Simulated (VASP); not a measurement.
A run of VASP 6.6.1:

File INCAR:

```
SYSTEM = FeAu
PREC = Accurate ; ENCUT = 520
EDIFF = 1E-6 ; ISMEAR = -1
SIGMA = 0.05 ; LREAL = .FALSE.
LASPH = .TRUE. ; NELM = 150
ALGO = Fast ; ISIF = 2
LWAVE = .FALSE. ; LCHARG = .FALSE.
ISPIN = 2 ; MAGMOM = 0 3
LORBIT = 11 ; LMAXMIX = 4
GGA = PE ; NBANDS = 20
```

KPOINTS

```
Automatic mesh
0
G
  11 11 11
  0 0 0
```

File POSCAR:

```
FeAu
1.0
    1.3926678396      0.8040571521      4.4090478775
   -1.3926678396      0.8040571521      4.4090478775
    0.0000000000     -1.6081143042      4.4090478775
Au Fe
1 1
Direct
    0.0000000000      0.0000000000      0.0000000000
    0.5000000000      0.5000000000      0.5000000000
```

Potentials or basis: VASP PAW PBE potentials, release 64 (Au, Fe).

Run with:

```bash
$ cat potpaw_PBE.64/Au/POTCAR potpaw_PBE.64/Fe/POTCAR > POTCAR
$ mpirun -np 1 vasp_std > vasp.out
```

Hardware: 1 thread of Intel(R) Xeon(R) 6975P-C (Granite Rapids), with other jobs on the host.

Estimate the wall time of this run.

It took 2.4 min on 1 thread of Intel(R) Xeon(R) 6975P-C (Granite Rapids), with other jobs on the host, peak memory 0.34 GiB. Counts: scf iterations 15, k points 146.
